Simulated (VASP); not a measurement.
InSe: single point with PBE+D3(BJ)

Crystal: InSe.

```
CELL_PARAMETERS angstrom
1.94484 1.12285 7.87025
-1.94484 1.12285 7.87025
0.00000 -2.24571 7.87025
ATOMIC_POSITIONS crystal
In 0.99830 0.99830 0.99830
In 0.11321 0.11321 0.11321
Se 0.60876 0.60876 0.60876
Se 0.83572 0.83572 0.83572
```

```yaml
Program: VASP 6.6.1
Task: single point
Functional: PBE
Dispersion: D3(BJ)
Potentials_or_basis: VASP PAW PBE potentials, release 64 (In_d, Se)
Cutoff: 520 eV
k_mesh: 12 × 12 × 12
Occupations: gaussian, width 0.02 eV
Spin: no spin polarisation
```

- Pressure: 5.4 GPa
- Largest force: 0.017 eV/Å
- Band gap on the k mesh: 0.62 eV (least direct gap 0.64 eV)
- Dispersion energy per atom: -0.345 eV

Forces on the atoms (eV/Å):
```
In   0.000  0.000  0.017
In   0.000  0.000 -0.017
Se   0.000  0.000 -0.017
Se   0.000  0.000  0.017
```

Levels at points of the mesh, in eV from the valence-band top:
| k point | band 16 | band 17 | band 18 | band 19 | band 20 | band 21 | band 22 | band 23 |
| --- | --- | --- | --- | --- | --- | --- | --- | --- |
| (0.00, 0.00, 0.00) | -1.49 | -1.49 | -1.09 | -1.09 | 2.34 | 2.52 | 4.52 | 4.52 |
| (0.50, 0.00, 0.00) | -2.94 | -2.69 | -2.14 | -1.77 | 0.87 | 2.27 | 3.70 | 4.14 |
| (0.50, 0.50, 0.00) | -3.10 | -2.85 | -1.91 | -1.65 | 0.91 | 2.20 | 3.06 | 3.46 |
| (0.50, 0.50, 0.50) | -1.56 | -1.01 | -1.01 | -0.03 | 0.62 | 2.60 | 4.33 | 4.33 |

Run time: 18 min on 1 thread of AMD EPYC 9R45 96-Core Processor (Zen 5) (shared host), peak memory 0.8 GiB.

Caveat: the cell stands under pressure; semilocal functionals underestimate gaps, and a narrow one can read as zero; spin-orbit coupling is left out, which moves the levels of the heavy elements. A k mesh can miss the band edges.
